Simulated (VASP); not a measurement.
A run of VASP 6.6.1:

INCAR

```
PREC = Accurate
ENCUT = 520
EDIFF = 1E-6
ISMEAR = 0
SIGMA = 0.1
LREAL = F
LASPH = T
NELM = 60
ALGO = Fast
ISIF = 2
LWAVE = F
LCHARG = F
LDIPOL = T
IDIPOL = 3
DIPOL = 0.5 0.5 0.364
GGA = PS
NBANDS = 66
```

Contents of KPOINTS:

```
regular mesh
0
Gamma
  7 7 1
```

POSCAR

```
GaP
1.0
    5.4384501876      0.0000000000      0.0000000000
    0.0000000000      5.4384501876      0.0000000000
    0.0000000000      0.0000000000     31.0443136287
P Ga
6 6
Direct
    0.2548263256      0.2451736744      0.2572784051
    0.7451736744      0.7548263256      0.2572784051
    0.7641584480      0.2641584480      0.3474003735
    0.2358415520      0.7358415520      0.3474003735
    0.2798664491      0.2201335509      0.4373617584
    0.7201335509      0.7798664491      0.4373617584
    0.5000000000      0.0000000000      0.2998021939
    0.0000000000      0.5000000000      0.2967237099
    0.0000000000      0.0000000000      0.3906822530
    0.5000000000      0.5000000000      0.3906822530
    0.5000000000      0.0000000000      0.4959115700
    0.0000000000      0.5000000000      0.4085070351
```

Potentials or basis: VASP PAW PBE potentials, release 64 (P, Ga_d).

Command:

```console
$ cat potpaw_PBE.64/P/POTCAR potpaw_PBE.64/Ga_d/POTCAR > POTCAR
$ mpirun -np 1 vasp_std > vasp.out
```

Hardware: 1 thread of Oxide Virtual Turin-like Processor, with other jobs on the host.

How long does it take, and how much memory?

It took 52 min on 1 thread of Oxide Virtual Turin-like Processor, on a shared host, peak memory 1.2 GiB. Counts: scf iterations 24, k points 16.
